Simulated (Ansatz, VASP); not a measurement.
**Ti2Br3 in VASP and in Ansatz**

INCAR

```
PREC = Accurate
ENCUT = 500
EDIFF = 1E-6
ISMEAR = 0
SIGMA = 0.1
LREAL = F
LASPH = T
NELM = 200
ALGO = Normal
ISIF = 2
LWAVE = F
LCHARG = F
ISPIN = 2
MAGMOM = 1 1 0 0 0
LORBIT = 11
LMAXMIX = 4
GGA = PE
NBANDS = 34
GGA_COMPAT = F
```

File KPOINTS:

```
Automatic mesh
0
Gamma
  6 6 4
```

POSCAR

```
Ti2Br3
1.0
    4.4079110686      0.0000000000      0.0000000000
   -2.2039555343      3.8173629630      0.0000000000
    0.0000000000      0.0000000000      6.8579936169
Ti Br
2 3
Direct
    0.3333333333      0.6666666667      0.2450000000
    0.6666666667      0.3333333333      0.7550000000
    0.0000000000      0.0000000000      0.0000000000
    0.3333333333      0.6666666667      0.6450000000
    0.6666666667      0.3333333333      0.3550000000
```

Input for Ansatz:

```yaml
crystal:
  lattice:
    - [4.4079110686, 0.0, 0.0]
    - [-2.2039555343, 3.817362963, 0.0]
    - [0.0, 0.0, 6.8579936169]
  atoms:
    - { symbol: Ti, position: [0.3333333333, 0.6666666667, 0.245], spin: 1.0 }
    - { symbol: Ti, position: [0.6666666667, 0.3333333333, 0.755], spin: 1.0 }
    - { symbol: Br, position: [0.0, 0.0, 0.0] }
    - { symbol: Br, position: [0.3333333333, 0.6666666667, 0.645] }
    - { symbol: Br, position: [0.6666666667, 0.3333333333, 0.355] }
basis:
  ecutwfc: 420
kpoints:
  mp_grid: { grid: [6, 6, 4] }
hamiltonian:
  xc: pbe
scf:
  occupations: { method: gaussian, width: 0.1 }
  lower_state_search: "off"
output:
  forces: true
  stress: true
  eigenvalues: true
  populations: true
magnetization:
  spin_polarized: true
```

Alike in both runs: task single point; functional PBE; k mesh 6 × 6 × 4; occupations gaussian, width 0.1 eV; collinear spin.

|  | VASP | Ansatz |
| --- | --- | --- |
| version | VASP 6.6.1 | Ansatz 0.2.0 |
| potentials or method | VASP PAW PBE potentials, release 64 (Ti_sv, Br), cutoff 500 eV | scalar-relativistic, plane waves, PAW |
| valence electrons in the cell | 45 | 45 |

Ansatz gave:

```
gap on the k mesh at the Fermi level (eV)                     : none
pressure (GPa)                                                : 3.7
traceless stress, the component that is largest in VASP (GPa) : 1.33
rms of the force components (eV/Å)                            : 0.248
net moment per atom (μB)                                      : 1.00
size of the moment on the site where the two differ most (μB) : 1.80
```

**Question.** What did VASP give for the same quantities?

**Answer.** gap on the k mesh at the Fermi level (eV): none; pressure (GPa): 3.7; traceless stress, the component that is largest in VASP (GPa): 1.32; rms of the force components (eV/Å): 0.249; net moment per atom (μB): 1.00; size of the moment on the site where the two differ most (μB): 1.87.

Site moments also hang on the region over which each program counts them. Atom by atom the forces differ by 0.001 eV/Å (rms over components). A gap of «none» marks a metal or a gap that the smearing closes.
